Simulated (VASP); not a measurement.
# Hg (P1) in VASP: single point with PBE

Aim: the single point of Hg with PBE.

Program: VASP 6.6.1. These are calculated values, not measurements. Logs are shortened: lines on timing, memory, paths and dates and some standing lists are left out, and cuts for length are marked.

## (1) The cell of the first run

The typed cell holds 3 atoms: a = 4.540 Å, b = 4.540 Å, c = 3.870 Å, α = 90.00°, β = 90.00°, γ = 120.00°.

## (2) Single point, PBE

INCAR reads:

```
SYSTEM = Hg
ALGO = Normal
EDIFF = 1E-7
ENCUT = 520
GGA = PE
ISIF = 2
ISMEAR = 0
LASPH = .TRUE.
LCHARG = .TRUE.
LELF = .TRUE.
LREAL = .FALSE.
LVHAR = .TRUE.
LWAVE = .FALSE.
NBANDS = 25
NELM = 60
PREC = Accurate
SIGMA = 0.1
```

KPOINTS reads:

```
k-points
0
G
  2 2 2
  0 0 0
```

POSCAR reads:

```
Hg
1.0
    4.5400020208      0.0000000000      0.0000000000
   -2.2700010104      3.9317570832      0.0000000000
    0.0000000000      0.0000000000      3.8700000000
Hg
3
Direct
    0.3167467290      0.6473067051      0.5248608131
    0.0225419617      0.0199994411     -0.0366031751
    0.6487282287      0.3410398122      0.4719355471
```

Potentials or basis: VASP PAW PBE potentials, release 64 (Hg).

Launch:

```sh
$ cat potpaw_PBE.64/Hg/POTCAR > POTCAR
$ mpirun -np 1 vasp_std > vasp.out
```

OUTCAR:

```text
SYSTEM = Hg
   EDIFF = 1E-7
   ENCUT = 520
   GGA = PE
   ISIF = 2
   ISMEAR = 0
   LASPH = .TRUE.
   LREAL = .FALSE.
   NELM = 60
   PREC = Accurate

 ion  position               nearest neighbor table
   1  0.317  0.647  0.525-   3 2.52   3 2.64   3 2.74   2 3.00   2 3.13   2 3.25   2 3.29   2 3.41
                             2 3.53
   2  0.023  0.020  0.963-   1 3.00   3 3.11   1 3.13   3 3.15   1 3.25   3 3.28   1 3.29   3 3.32
                             3 3.33   3 3.37   1 3.41   1 3.53
   3  0.649  0.341  0.472-   1 2.52   1 2.64   1 2.74   2 3.11   2 3.15   2 3.28   2 3.32   2 3.33
                             2 3.37

  LATTYP: Found a hexagonal cell.
 ALAT       =     4.5400020208
 C/A-ratio  =     0.8524225281

  Lattice vectors:

 A1 = (   4.5400020208,   0.0000000000,   0.0000000000)
 A2 = (  -2.2700010104,   3.9317570832,   0.0000000000)
 A3 = (   0.0000000000,   0.0000000000,   3.8700000000)

Analysis of symmetry for initial positions (statically):
=====================================================================
 Subroutine PRICEL returns:
 Original cell was already a primitive cell.

 Routine SETGRP: Setting up the symmetry group for a
 hexagonal supercell.

 Subroutine GETGRP returns: Found  1 space group operations
 (whereof  1 operations were pure point group operations)
 out of a pool of 24 trial point group operations.

The static configuration has the point symmetry C_1 .

Analysis of symmetry for dynamics (positions and initial velocities):
=====================================================================
 Subroutine PRICEL returns:
 Original cell was already a primitive cell.

 Routine SETGRP: Setting up the symmetry group for a
 hexagonal supercell.

 Subroutine GETGRP returns: Found  1 space group operations
 (whereof  1 operations were pure point group operations)
 out of a pool of 24 trial point group operations.

The dynamic configuration has the point symmetry C_1 .

 Subroutine INISYM returns: Found  1 space group operations
 (whereof  1 operations are pure point group operations),
 and found     1 'primitive' translations

----------------------------------------------------------------------------------------

                                     Primitive cell

  volume of cell :      69.0802

  direct lattice vectors                    reciprocal lattice vectors
     4.540002021  0.000000000  0.000000000     0.220264219  0.127169606  0.000000000
    -2.270001010  3.931757083  0.000000000     0.000000000  0.254339212  0.000000000
     0.000000000  0.000000000  3.870000000     0.000000000  0.000000000  0.258397933

  length of vectors
     4.540002021  4.540002021  3.870000000     0.254339212  0.254339212  0.258397933

  position of ions in fractional coordinates (direct lattice)
     0.316746729  0.647306705  0.524860813
     0.022541962  0.019999441  0.963396825
     0.648728229  0.341039812  0.471935547

  ion indices of the primitive-cell ions
   primitive index   ion index
                 1           1
                 2           2
                 3           3

----------------------------------------------------------------------------------------

 KPOINTS: k-points

Automatic generation of k-mesh.
 Grid dimensions read from file:
 generate k-points for:    2    2    2

 Generating k-lattice:

  Cartesian coordinates                     Fractional coordinates (reciprocal lattice)
     0.110132110  0.063584803  0.000000000     0.500000000  0.000000000  0.000000000
     0.000000000  0.127169606  0.000000000     0.000000000  0.500000000  0.000000000
     0.000000000  0.000000000  0.129198966     0.000000000  0.000000000  0.500000000

  Length of vectors
     0.127169606  0.127169606  0.129198966

  Shift w.r.t. Gamma in fractional coordinates (k-lattice)
     0.000000000  0.000000000  0.000000000

 Subroutine IBZKPT returns following result:
 ===========================================

 Found      8 irreducible k-points:

 Following reciprocal coordinates:
            Coordinates               Weight
  0.000000  0.000000  0.000000      1.000000
  0.500000  0.000000  0.000000      1.000000
  0.000000  0.500000  0.000000      1.000000
  0.500000  0.500000  0.000000      1.000000
  0.000000  0.000000  0.500000      1.000000
  0.500000  0.000000  0.500000      1.000000
  0.000000  0.500000  0.500000      1.000000
  0.500000  0.500000  0.500000      1.000000
   k-points           NKPTS =      8   k-points in BZ     NKDIM =      8   number of bands    NBANDS=     25
   number of dos      NEDOS =    301   number of ions     NIONS =      3
   total plane-waves  NPLWV =  38880
   dimension x,y,z NGX =    36 NGY =   36 NGZ =   30
   dimension x,y,z NGXF=    72 NGYF=   72 NGZF=   60
   ions per type =               3
   NGX,Y,Z   is equivalent  to a cutoff of  13.18, 13.18, 12.89 a.u.
   NGXF,Y,Z  is equivalent  to a cutoff of  26.36, 26.36, 25.77 a.u.
 SYSTEM =  Hg
   PREC   = accura    normal or accurate (medium, high low for compatibility)
   ISTART =      0    job   : 0-new  1-cont  2-samecut
   ICHARG =      2    charge: 1-file 2-atom 10-const
   ISPIN  =      1    spin polarized calculation?
   LNONCOLLINEAR =      F non collinear calculations
   LSORBIT =      F    spin-orbit coupling
   LASPH  =      T    aspherical Exc in radial PAW
   ENCUT  =  520.0 eV  38.22 Ry    6.18 a.u.   8.44  8.44  7.20*2*pi/ulx,y,z
   NELM   =     60;   NELMIN=  2; NELMDL= -5     # of ELM steps
   EDIFF  = 0.1E-06   stopping-criterion for ELM
   LREAL  =      F    real-space projection
   EDIFFG = 0.1E-05   stopping-criterion for IOM
   NSW    =      0    number of steps for IOM
   IBRION =     -1    ionic relax: 0-MD 1-quasi-New 2-CG
   NFREE  =      0    steps in history (QN), initial steepest desc. (CG)
   ISIF   =      2    stress and relaxation
   ISYM   =      2    0-nonsym 1-usesym 2-fastsym
   POTIM  = 0.5000    time-step for ionic-motion
   TEBEG  =    0.0;   TEEND  =   0.0 temperature during run
   PSTRESS=    0.0 pullay stress
   NELECT =      36.0000    total number of electrons
   NUPDOWN=      -1.0000    fix difference up-down
   EMIN   =  10.00;   EMAX   =-10.00  energy-range for DOS
   EFERMI =   0.00;   METHOD = LEGACY
   ISMEAR =     0;   SIGMA  =   0.10  broadening in eV -4-tet -1-fermi 0-gaus
   EFERMI_NEDOS =   21; number of points for ismear=-14 and -15
   IALGO  =     38    algorithm
   IMIX   =      4    mixing-type and parameters
     AMIX     =   0.40;   BMIX     =  1.00
     AMIX_MAG =   1.60;   BMIX_MAG =  1.00
  volume/ion in A,a.u.               =      23.03       155.39
  Fermi-wavevector in a.u.,A,eV,Ry     =   1.317421  2.489564 23.614230  1.735597
  Thomas-Fermi vector in A             =   2.447463
   LORBIT       =      0    0 simple, 1 ext, 2 COOP (PROOUT), +10 PAW based schemes
   GGA     = PE    functional components
   LHFCALC =     F    Hartree Fock is set to
   AEXX    =    0.0000 exact exchange contribution
   IVDW    =     0    specifies the selected vdW correction
   LEPSILON=     F    determine dielectric tensor
   LRPA    =     F    only Hartree local field effects (RPA)
 non-spin polarized calculation
 Gauss-broadening in eV      SIGMA  =   0.10
  energy-cutoff  :      520.00
  volume of cell :       69.08
 maximum number of plane-waves:      1886
 NGX is ok and might be reduce to    36
   NGX = 17   NGY = 17   NGZ = 15

 number of electron      36.0000001 magnetization

 Free energy of the ion-electron system (eV)
  ---------------------------------------------------
  ext. energy  EPLUGINS =         0.00000000
  ---------------------------------------------------
  free energy    TOTEN  =         0.13816271 eV

  energy without entropy =        0.13816271  energy(sigma->0) =        0.13816271

 E-fermi :   2.9280     XC(G=0): -10.9804

 val. band max:        2.4893830564   @ k =   0.0000   0.5000   0.0000
 cond. band min:       3.3576394105   @ k =   0.5000   0.5000   0.0000
 fundamental gap:      0.8682563541
 Fermi energy:         2.9280207906

 k-point     1 :       0.0000    0.0000    0.0000
  band No.  band energies     occupation
      1      -7.0372      2.00000
      2      -5.3159      2.00000
      3      -5.2046      2.00000
      4      -5.1265      2.00000
      5      -5.0636      2.00000
      6      -4.9064      2.00000
[... 17 lines left out ...]
     24      10.9209      0.00000
     25      15.5400      0.00000

 k-point     2 :       0.5000    0.0000    0.0000
  band No.  band energies     occupation
      1      -6.2509      2.00000
      2      -6.0898      2.00000
      3      -5.4360      2.00000
      4      -5.2837      2.00000
      5      -4.6952      2.00000
      6      -4.6357      2.00000
[... 17 lines left out ...]
     24      12.6825      0.00000
     25      12.9268      0.00000

 k-point     3 :       0.0000    0.5000    0.0000
  band No.  band energies     occupation
      1      -6.0768      2.00000
      2      -5.9887      2.00000
      3      -5.5630      2.00000
      4      -5.3594      2.00000
      5      -4.6798      2.00000
      6      -4.5443      2.00000
[... 17 lines left out ...]
     24      12.7256      0.00000
     25      12.8669      0.00000

 k-point     4 :       0.5000    0.5000    0.0000
  band No.  band energies     occupation
      1      -6.4449      2.00000
      2      -6.0029      2.00000
      3      -5.3645      2.00000
      4      -5.2024      2.00000
      5      -4.8264      2.00000
      6      -4.6910      2.00000
[... 17 lines left out ...]
     24      12.6729      0.00000
     25      12.9381      0.00000

 k-point     5 :       0.0000    0.0000    0.5000
  band No.  band energies     occupation
      1      -6.4152      2.00000
      2      -5.5616      2.00000
      3      -5.3586      2.00000
      4      -5.1739      2.00000
      5      -5.1230      2.00000
      6      -5.0670      2.00000
[... 17 lines left out ...]
     24       8.9678      0.00000
     25       9.1468      0.00000

 k-point     6 :       0.5000    0.0000    0.5000
  band No.  band energies     occupation
      1      -6.2051      2.00000
      2      -6.0626      2.00000
      3      -5.6123      2.00000
      4      -5.2661      2.00000
      5      -5.1579      2.00000
      6      -4.3332      2.00000
[... 17 lines left out ...]
     24      15.0745      0.00000
     25      15.8274      0.00000

 k-point     7 :       0.0000    0.5000    0.5000
  band No.  band energies     occupation
      1      -6.1685      2.00000
      2      -5.8454      2.00000
      3      -5.6502      2.00000
      4      -5.3729      2.00000
      5      -5.1184      2.00000
      6      -4.3416      2.00000
[... 17 lines left out ...]
     24      15.3739      0.00000
     25      15.9651      0.00000

 k-point     8 :       0.5000    0.5000    0.5000
  band No.  band energies     occupation
      1      -6.3350      2.00000
      2      -6.0537      2.00000
      3      -5.6674      2.00000
      4      -5.2858      2.00000
      5      -5.1017      2.00000
      6      -4.2955      2.00000
[... 17 lines left out ...]
     24      14.9214      0.00000
     25      15.2854      0.00000

------------------------ aborting loop because EDIFF is reached ----------------------------------------

  FORCE on cell =-STRESS in cart. coord.  units (eV):
  Direction    XX          YY          ZZ          XY          YZ          ZX
  --------------------------------------------------------------------------------------
  -------------------------------------------------------------------------------------
  Total        5.7089973      2.4518889     -0.7059131     -1.2705302      0.0317019     -0.2822977
  in kB      132.4087627     56.8666538    -16.3722412    -29.4674044      0.7352618     -6.5473299
  external PRESSURE =      57.6343918 kB  Pullay stress =       0.0000000 kB

 VOLUME and BASIS-vectors are now :
 -----------------------------------------------------------------------------
  energy-cutoff  :      520.00
  volume of cell :       69.08
      direct lattice vectors                 reciprocal lattice vectors
     4.540002021  0.000000000  0.000000000     0.220264219  0.127169606  0.000000000
    -2.270001010  3.931757083  0.000000000     0.000000000  0.254339212  0.000000000
     0.000000000  0.000000000  3.870000000     0.000000000  0.000000000  0.258397933

 POSITION                                       TOTAL-FORCE (eV/Angst)
 -----------------------------------------------------------------------------------
     -0.03136      2.54505      2.03121        -0.964019      1.408172      0.287444
      0.05694      0.07863      3.72835        -0.341725     -0.388964      0.549667
      2.17107      1.34089      1.82639         1.305744     -1.019208     -0.837111
 -----------------------------------------------------------------------------------
    total drift:                               -0.000027      0.000225     -0.000028

  FREE ENERGIE OF THE ION-ELECTRON SYSTEM (eV)
  ---------------------------------------------------
  free  energy   TOTEN  =         0.1381627081 eV

  energy  without entropy=        0.1381627083  energy(sigma->0) =        0.13816271
```

Wall time 30 s (1 thread of AMD EPYC 7R13, shared host); peak memory 0.16 GiB.

Results:

* Free energy: 0.1382 eV
* Pressure: 5.8 GPa
* Largest force: 1.856 eV/Å
* Band gap on the k mesh: zero (bands 18 and 19 overlap by 5.11 eV)

Forces on the atoms (eV/Å):
```
Hg  -0.964  1.408  0.287
Hg  -0.342 -0.389  0.550
Hg   1.306 -1.019 -0.837
```

Stress tensor (GPa, compression positive):
```
13.24 -2.95 -0.65
-2.95  5.69  0.07
-0.65  0.07 -1.64
```

Levels at points of the mesh, in eV from the Fermi level:
| k point | band 15 | band 16 | band 17 | band 18 | band 19 | band 20 | band 21 | band 22 |
| --- | --- | --- | --- | --- | --- | --- | --- | --- |
| (0.00, 0.00, 0.00) | -5.93 | -5.93 | 0.61 | 2.02 | 3.11 | 3.29 | 3.75 | 4.03 |
| (0.50, 0.00, 0.00) | -5.85 | -5.59 | -5.03 | -0.45 | 0.49 | 5.91 | 6.45 | 7.38 |
| (0.00, 0.50, 0.00) | -5.99 | -5.57 | -5.13 | -0.44 | 0.56 | 5.84 | 6.39 | 7.57 |
| (0.50, 0.50, 0.00) | -5.79 | -5.71 | -4.86 | -0.45 | 0.43 | 5.94 | 6.27 | 7.48 |
| (0.00, 0.00, 0.50) | -5.99 | -5.84 | -4.98 | 4.05 | 4.35 | 4.60 | 4.99 | 5.56 |
| (0.50, 0.00, 0.50) | -5.99 | -3.83 | -3.06 | -2.12 | -0.91 | 2.44 | 3.56 | 4.23 |
| (0.00, 0.50, 0.50) | -5.98 | -3.65 | -3.09 | -2.00 | -1.05 | 2.33 | 3.61 | 4.17 |
| (0.50, 0.50, 0.50) | -5.90 | -4.06 | -3.01 | -2.19 | -0.81 | 2.32 | 3.73 | 4.03 |

Caveat: the k points lie up to 0.81 Å⁻¹ apart, too coarse for converged energies and pressures of a metal; spin-orbit coupling is left out, which moves the levels of the heavy elements; forces of over 1 eV/Å act on the atoms, so gaps and moduli don't describe the material at rest.
